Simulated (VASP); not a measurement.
Set up this calculation in VASP 6.6.1, as the native input.

```yaml
Task: single point
Functional: PBE
Potentials_or_basis: VASP PAW PBE potentials, release 64 (B, P)
Cutoff: 520 eV
k_mesh: 12 × 12 × 12
Occupations: fermi-dirac, width 0.08 eV
Spin: no spin polarisation
Dipole_correction: no
Further_INCAR_settings: ALGO = Normal; EDIFF = 1e-07; NBANDS = 11
```

The structure of BP lies in POSCAR:

```
BP
1.0
    0.0000000000      2.2357121322      2.3370700000
    2.2357121322      0.0000000000      2.3370700000
    2.2357121322      2.2357121322      0.0000000000
B P
1 1
Direct
    0.0000000000      0.0000000000      0.0000000000
    0.7500000000      0.7500000000      0.7500000000
```

This cell differs from its parent crystal: z stretched by +3 % at fixed volume.

One way to write it, as run:

INCAR

```
SYSTEM = BP
PREC = Accurate
ENCUT = 520
EDIFF = 1E-7
ISMEAR = -1
SIGMA = 0.08
LREAL = .FALSE.
LASPH = .TRUE.
NELM = 60
ALGO = Normal
ISIF = 2
LWAVE = .FALSE.
LCHARG = .FALSE.
GGA = PE
NBANDS = 11
```

KPOINTS

```
Automatic mesh
0
G
  12 12 12
  0 0 0
```

Potentials or basis: VASP PAW PBE potentials, release 64 (B, P).

Command:

```console
$ cat potpaw_PBE.64/B/POTCAR potpaw_PBE.64/P/POTCAR > POTCAR
$ mpirun -np 1 vasp_std > vasp.out
```

Results of the run:

| Property | Result |
| --- | --- |
| Pressure | 0.9 GPa |
| Band gap on the k mesh | 0.90 eV, indirect (least direct gap 3.18 eV) |

Run time: 34 s on 1 thread of Intel Xeon 8259CL (shared host), peak memory 0.16 GiB.
